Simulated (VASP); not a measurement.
# Na (Im-3m) in VASP: further runs

The runs below take Na through relaxation of cell and atoms, single point, with RPBE.

Program: VASP 6.6.1. These are calculated values, not measurements. Logs are shortened: lines on timing, memory, paths and dates and some standing lists are left out, and cuts for length are marked.

**1. The cell of the first run**

Symmetry: Im-3m, No. 229, cubic system. Conventional cell: a = 4.225 Å, b = 4.225 Å, c = 4.225 Å, α = 90.00°, β = 90.00°, γ = 90.00°. Within 4.8 Å of Na (site symmetry m-3m) lie 14 Na at 3.66 to 4.22 Å.

**2. Relaxation of cell and atoms, RPBE**

Contents of INCAR:

```
PREC     = Accurate       # precision mode
ENCUT    = 600            # plane-wave cutoff, eV
EDIFF    = 1E-7           # SCF threshold, eV
ISMEAR   = -1             # smearing method
SIGMA    = 0.1            # smearing width, eV
LREAL    = False          # projectors in reciprocal space
LASPH    = True           # aspherical terms in the spheres
NELM     = 100            # most SCF steps
ALGO     = Normal         # electronic algorithm
ISIF     = 3              # what is computed and relaxed
LWAVE    = False          # write WAVECAR
LCHARG   = False          # write CHGCAR
GGA      = RP             # functional
IBRION   = 2              # ionic algorithm
NSW      = 80             # ionic steps
EDIFFG   = -0.01          # ionic threshold
```

Contents of KPOINTS:

```
regular mesh
0
Gamma
  11 11 11
```

Contents of POSCAR:

```
Na
1.0
   -2.1125000000      2.1125000000      2.1125000000
    2.1125000000     -2.1125000000      2.1125000000
    2.1125000000      2.1125000000     -2.1125000000
Na
1
Direct
    0.0000000000      0.0000000000      0.0000000000
```

Potentials or basis: VASP PAW PBE potentials, release 64 (Na_pv).

The run is started by

```
> cat potpaw_PBE.64/Na_pv/POTCAR > POTCAR
> mpirun -np 1 vasp_std > vasp.out
```

OUTCAR:

```text
PREC = Accurate
   ENCUT = 600
   EDIFF = 1E-7
   ISMEAR = -1
   LREAL = False
   LASPH = True
   NELM = 100
   ISIF = 3
   GGA = RP
   IBRION = 2
   NSW = 80
   EDIFFG = -0.01

 ion  position               nearest neighbor table
   1  0.000  0.000  0.000-

  LATTYP: Found a body centered cubic cell.
 ALAT       =     4.2250000000

  Lattice vectors:

 A1 = (  -2.1125000000,   2.1125000000,   2.1125000000)
 A2 = (   2.1125000000,  -2.1125000000,   2.1125000000)
 A3 = (   2.1125000000,   2.1125000000,  -2.1125000000)

Analysis of symmetry for initial positions (statically):
=====================================================================
 Subroutine PRICEL returns:
 Original cell was already a primitive cell.

 Routine SETGRP: Setting up the symmetry group for a
 body centered cubic supercell.

 Subroutine GETGRP returns: Found 48 space group operations
 (whereof 48 operations were pure point group operations)
 out of a pool of 48 trial point group operations.

The static configuration has the point symmetry O_h .

Analysis of symmetry for dynamics (positions and initial velocities):
=====================================================================
 Subroutine PRICEL returns:
 Original cell was already a primitive cell.

 Routine SETGRP: Setting up the symmetry group for a
 body centered cubic supercell.

 Subroutine GETGRP returns: Found 48 space group operations
 (whereof 48 operations were pure point group operations)
 out of a pool of 48 trial point group operations.

The dynamic configuration has the point symmetry O_h .

 Subroutine INISYM returns: Found 48 space group operations
 (whereof 48 operations are pure point group operations),
 and found     1 'primitive' translations

----------------------------------------------------------------------------------------

                                     Primitive cell

  volume of cell :      37.7094

  direct lattice vectors                    reciprocal lattice vectors
    -2.112500000  2.112500000  2.112500000     0.000000000  0.236686391  0.236686391
     2.112500000 -2.112500000  2.112500000     0.236686391  0.000000000  0.236686391
     2.112500000  2.112500000 -2.112500000     0.236686391  0.236686391  0.000000000

  length of vectors
     3.658957331  3.658957331  3.658957331     0.334725104  0.334725104  0.334725104

  position of ions in fractional coordinates (direct lattice)
     0.000000000  0.000000000  0.000000000
[... 84 lines left out ...]
   POTIM  = 0.5000    time-step for ionic-motion
   TEBEG  =    0.0;   TEEND  =   0.0 temperature during run
   PSTRESS=    0.0 pullay stress
   NELECT =       7.0000    total number of electrons
   NUPDOWN=      -1.0000    fix difference up-down
   EMIN   =  10.00;   EMAX   =-10.00  energy-range for DOS
   EFERMI =   0.00;   METHOD = LEGACY
   ISMEAR =    -1;   SIGMA  =   0.10  broadening in eV -4-tet -1-fermi 0-gaus
   EFERMI_NEDOS =   21; number of points for ismear=-14 and -15
   IALGO  =     38    algorithm
   IMIX   =      4    mixing-type and parameters
     AMIX     =   0.40;   BMIX     =  1.00
     AMIX_MAG =   1.60;   BMIX_MAG =  1.00
  volume/ion in A,a.u.               =      37.71       254.48
  Fermi-wavevector in a.u.,A,eV,Ry     =   0.933879  1.764776 11.866059  0.872131
  Thomas-Fermi vector in A             =   2.060627
   LORBIT       =      0    0 simple, 1 ext, 2 COOP (PROOUT), +10 PAW based schemes
   GGA     = RP    functional components
   LHFCALC =     F    Hartree Fock is set to
   AEXX    =    0.0000 exact exchange contribution
   IVDW    =     0    specifies the selected vdW correction
   LEPSILON=     F    determine dielectric tensor
   LRPA    =     F    only Hartree local field effects (RPA)
 conjugate gradient relaxation of ions
 non-spin polarized calculation
  energy-cutoff  :      600.00
  volume of cell :       37.71
 maximum number of plane-waves:      1274
 NGX is ok and might be reduce to    30
   NGX = 15   NGY = 15   NGZ = 15

--------------------------------------- Ionic step        1  -------------------------------------------

 number of electron       6.9999998 magnetization

 Free energy of the ion-electron system (eV)
  ---------------------------------------------------
  ext. energy  EPLUGINS =         0.00000000
  ---------------------------------------------------
  free energy    TOTEN  =        -1.20279157 eV

  energy without entropy =       -1.18865371  energy(sigma->0) =       -1.19572264

------------------------ aborting loop because EDIFF is reached ----------------------------------------

  FORCE on cell =-STRESS in cart. coord.  units (eV):
  Direction    XX          YY          ZZ          XY          YZ          ZX
  --------------------------------------------------------------------------------------
  -------------------------------------------------------------------------------------
  Total        0.0847783      0.0847783      0.0847783     -0.0000000     -0.0000000      0.0000000
  in kB        3.6020135      3.6020135      3.6020135     -0.0000000     -0.0000000      0.0000000
  external PRESSURE =       3.6020135 kB  Pullay stress =       0.0000000 kB
[... 57 lines left out ...]
--------------------------------------- Ionic step        3  -------------------------------------------

 number of electron       7.0000008 magnetization

 Free energy of the ion-electron system (eV)
  ---------------------------------------------------
  ext. energy  EPLUGINS =         0.00000000
  ---------------------------------------------------
  free energy    TOTEN  =        -1.20476891 eV

  energy without entropy =       -1.19015906  energy(sigma->0) =       -1.19746399

 E-fermi :   0.2818     XC(G=0):  -6.2254

 val. band max:        0.2280324216   @ k =  -0.3636   0.4545   0.0909
 cond. band min:       0.3586039137   @ k =   0.1818   0.1818   0.1818
 fundamental gap:      0.1305714921
 Fermi energy:         0.2818180185

 k-point     1 :       0.0000    0.0000    0.0000
  band No.  band energies     occupation
      1     -24.6900      2.00000
      2     -24.6900      2.00000
      3     -24.6900      2.00000
      4      -2.8804      2.00000
      5      11.6067      0.00000
      6      11.6067      0.00000
      7      11.6067      0.00000
[... 221 lines left out ...]
 k-point    24 :       0.3636    0.1818    0.0909
  band No.  band energies     occupation
      1     -24.7126      2.00000
      2     -24.7025      2.00000
      3     -24.6942      2.00000
      4       1.5720      0.00000
      5       2.0425      0.00000
      6       4.6799      0.00000
      7       6.4295      0.00000

 [... further k-points ...]
[... 5 lines left out ...]
  --------------------------------------------------------------------------------------
  -------------------------------------------------------------------------------------
  Total        0.0024187      0.0024187      0.0024187      0.0000000      0.0000000      0.0000000
  in kB        0.0979691      0.0979691      0.0979691      0.0000000      0.0000000      0.0000000
  external PRESSURE =       0.0979691 kB  Pullay stress =       0.0000000 kB
[... 16 lines left out ...]
  FREE ENERGIE OF THE ION-ELECTRON SYSTEM (eV)
  ---------------------------------------------------
  free  energy   TOTEN  =        -1.2047689110 eV

  energy  without entropy=       -1.1901590614  energy(sigma->0) =       -1.19746399

 reached required accuracy - stopping structural energy minimisation
```

OSZICAR:

```text
N       E                     dE             d eps       ncg     rms          rms(c)
DAV:   1     0.218197495094E+02    0.21820E+02   -0.41597E+03   784   0.929E+02
DAV:   2    -0.765886164136E+00   -0.22586E+02   -0.22563E+02   798   0.144E+02
DAV:   3    -0.119991341099E+01   -0.43403E+00   -0.43403E+00  1078   0.289E+01
DAV:   4    -0.120255737603E+01   -0.26440E-02   -0.26440E-02   952   0.194E+00
[... 20 lines left out ...]
DAV:   3    -0.120554794129E+01    0.11735E-01   -0.21981E-02   784   0.308E+00    0.663E-02
DAV:   4    -0.120477576335E+01    0.77218E-03   -0.88979E-04   798   0.695E-01    0.804E-03
DAV:   5    -0.120477168931E+01    0.40740E-05   -0.42375E-06   994   0.366E-02    0.249E-03
DAV:   6    -0.120476894028E+01    0.27490E-05   -0.28937E-06   791   0.417E-02    0.189E-04
DAV:   7    -0.120476891098E+01    0.29307E-07   -0.13302E-08   413   0.226E-03
   3 F= -.12047689E+01 E0= -.11974640E+01  d E =-.197734E-02
```

CONTCAR:

```text
Na
   1.00000000000000
    -2.1464279667371837    2.1464279667371837    2.1464279667371837
     2.1464279667371837   -2.1464279667371837    2.1464279667371837
     2.1464279667371837    2.1464279667371837   -2.1464279667371837
  Na
     1
Direct
     0.0000000000000000    0.0000000000000000    0.0000000000000000

  0.00000000E+00  0.00000000E+00  0.00000000E+00
```

Wall time 17 s (1 thread of Intel Xeon Platinum 8559C (Emerald Rapids), shared host); peak memory 0.16 GiB.

Results:

| Quantity | Value |
| --- | --- |
| Free energy | -1.2048 eV |
| Relaxed volume | 39.56 Å³/atom |
| Relaxed cell | a = 3.718 Å, b = 3.718 Å, c = 3.718 Å, α = 109.47°, β = 109.47°, γ = 109.47° |
| Space group after relaxing (to 0.05 Å) | Im-3m (No. 229) |
| Energy gained by relaxing | 2.0 meV/atom |
| Ionic steps | 3 |
| Pressure after relaxing | 0.0 GPa |

Step by step:
```
step  energy change (eV)  largest force (eV/Å)  pressure (GPa)  volume (Å³)
   1              0.0000                0.0000            0.36        37.71
   2             -0.0009                0.0000            0.27        38.17
   3             -0.0020                0.0000            0.01        39.56
```

Final structure:
```
Na
1.0
    -2.14643    2.14643    2.14643
     2.14643   -2.14643    2.14643
     2.14643    2.14643   -2.14643
Na
1
Cartesian
  0.0000 0.0000 0.0000
```

Caveat: the PAW data sets were made with another functional, which shifts forces and pressure a little.

**3. Single point, RPBE**

This run uses another cell than the first one, of 39.40 Å³/atom, 1.045 times its volume.

Contents of INCAR:

```
  ALGO = Normal
  EDIFF = 1E-7
  ENCUT = 520
  GGA = RP
  ISIF = 2
  ISMEAR = -1
  LASPH = True
  LCHARG = True
  LELF = True
  LREAL = False
  LVHAR = True
  LWAVE = False
  NBANDS = 10
  NELM = 100
  PREC = Accurate
  SIGMA = 0.1
```

Contents of KPOINTS:

```
k-points
0
Gamma
  17 17 17
```

Contents of POSCAR:

```
Na
1.0
   -2.1435229527      2.1435229527      2.1435229527
    2.1435229527     -2.1435229527      2.1435229527
    2.1435229527      2.1435229527     -2.1435229527
Na
1
Direct
    0.0000000000      0.0000000000      0.0000000000
```

Potentials or basis: VASP PAW PBE potentials, release 64 (Na_pv).

The run is started by

```
> cat potpaw_PBE.64/Na_pv/POTCAR > POTCAR
> mpirun -np 1 vasp_std > vasp.out
```

It took 24 s on 1 thread of Intel Xeon Platinum 8559C (Emerald Rapids), shared host; peak memory 0.18 GiB.

It converged, with:

```
Free energy : -1.2032 eV
Pressure    : 0.0 GPa
```

Levels at points of the mesh, in eV from the Fermi level:
| k point | band 1 | band 2 | band 3 | band 4 | band 5 | band 6 | band 7 | band 8 |
| --- | --- | --- | --- | --- | --- | --- | --- | --- |
| (0.00, 0.00, 0.00) | -24.95 | -24.95 | -24.95 | -3.15 | 11.37 | 11.37 | 11.37 | 12.28 |

Caveat: the PAW data sets were made with another functional, which shifts forces and pressure a little.

**4. Single point, RPBE (volume scaled by 1.04)**

Contents of INCAR:

```
PREC     = Accurate       # precision mode
ENCUT    = 520            # plane-wave cutoff, eV
EDIFF    = 1E-6           # SCF threshold, eV
ISMEAR   = -1             # smearing method
SIGMA    = 0.1            # smearing width, eV
LREAL    = False          # projectors in reciprocal space
LASPH    = True           # aspherical terms in the spheres
NELM     = 80             # most SCF steps
ALGO     = Normal         # electronic algorithm
ISIF     = 2              # what is computed and relaxed
LWAVE    = False          # write WAVECAR
LCHARG   = False          # write CHGCAR
GGA      = RP             # functional
NBANDS   = 10             # bands
```

Contents of KPOINTS:

```
regular mesh
0
Gamma
  17 17 17
```

Contents of POSCAR:

```
Na
1.0
   -2.1717304368      2.1717304368      2.1717304368
    2.1717304368     -2.1717304368      2.1717304368
    2.1717304368      2.1717304368     -2.1717304368
Na
1
Direct
    0.0000000000      0.0000000000      0.0000000000
```

Potentials or basis: VASP PAW PBE potentials, release 64 (Na_pv).

The run is started by

```
> cat potpaw_PBE.64/Na_pv/POTCAR > POTCAR
> mpirun -np 1 vasp_std > vasp.out
```

OUTCAR:

```text
PREC = Accurate
   ENCUT = 520
   EDIFF = 1E-6
   ISMEAR = -1
   LREAL = False
   LASPH = True
   NELM = 80
   ISIF = 2
   GGA = RP

 ion  position               nearest neighbor table
   1  0.000  0.000  0.000-

  LATTYP: Found a body centered cubic cell.
 ALAT       =     4.3434608736

  Lattice vectors:

 A1 = (  -2.1717304368,   2.1717304368,   2.1717304368)
 A2 = (   2.1717304368,  -2.1717304368,   2.1717304368)
[... 480 lines left out ...]
  band No.  band energies     occupation
      1     -24.8306      2.00000
      2     -24.8204      2.00000
      3     -24.8167      2.00000
      4      -1.3905      2.00000
      5       5.5611      0.00000
      6       6.1996      0.00000
      7       8.7185      0.00000
      8      10.9002      0.00000
      9      11.7167      0.00000
     10      13.9625      0.00000

 [... further k-points ...]
[... 5 lines left out ...]
  --------------------------------------------------------------------------------------
  -------------------------------------------------------------------------------------
  Total       -0.0570067     -0.0570067     -0.0570067      0.0000000      0.0000000      0.0000000
  in kB       -2.2292515     -2.2292515     -2.2292515      0.0000000      0.0000000      0.0000000
  external PRESSURE =      -2.2292515 kB  Pullay stress =       0.0000000 kB

 VOLUME and BASIS-vectors are now :
 -----------------------------------------------------------------------------
  energy-cutoff  :      520.00
  volume of cell :       40.97
      direct lattice vectors                 reciprocal lattice vectors
    -2.171730437  2.171730437  2.171730437     0.000000000  0.230231152  0.230231152
     2.171730437 -2.171730437  2.171730437     0.230231152  0.000000000  0.230231152
     2.171730437  2.171730437 -2.171730437     0.230231152  0.230231152  0.000000000

 POSITION                                       TOTAL-FORCE (eV/Angst)
 -----------------------------------------------------------------------------------
      0.00000      0.00000      0.00000         0.000000      0.000000     -0.000000
 -----------------------------------------------------------------------------------
    total drift:                               -0.000000     -0.000000     -0.000000

  FREE ENERGIE OF THE ION-ELECTRON SYSTEM (eV)
  ---------------------------------------------------
  free  energy   TOTEN  =        -1.2021988676 eV

  energy  without entropy=       -1.1853174107  energy(sigma->0) =       -1.19375814
```

Run time: 24 s. Hardware: 1 thread of Intel Xeon Platinum 8559C (Emerald Rapids), shared host; peak memory 0.19 GiB.

What came out:

| Quantity | Value |
| --- | --- |
| Free energy | -1.2022 eV |
| Pressure | -0.2 GPa |

Caveat: the cell differs from its parent crystal (volume scaled by 1.04); the PAW data sets were made with another functional, which shifts forces and pressure a little.

**5. The runs side by side**

```tsv
task	cell	k mesh	cutoff (eV)	gap on the mesh (eV)	pressure (GPa)
relaxation of cell and atoms	relaxed from a = 3.659 Å, angles 109.5°, 1 atom	11 × 11 × 11	600	none	0.0
single point	a = 3.713 Å, angles 109.5°, 1 atom	17 × 17 × 17	520	none	0.0
single point	a = 3.762 Å, angles 109.5°, 1 atom	17 × 17 × 17	520	none	-0.2
```

Alike in all rows: level RPBE; potentials or basis VASP PAW PBE potentials, release 64 (Na_pv); no spin polarisation; smearing fermi-dirac 0.1 eV.

Caveats: the PAW data sets were made with another functional, which shifts forces and pressure a little.

Absolute energies hang on the potentials; compare differences alone.
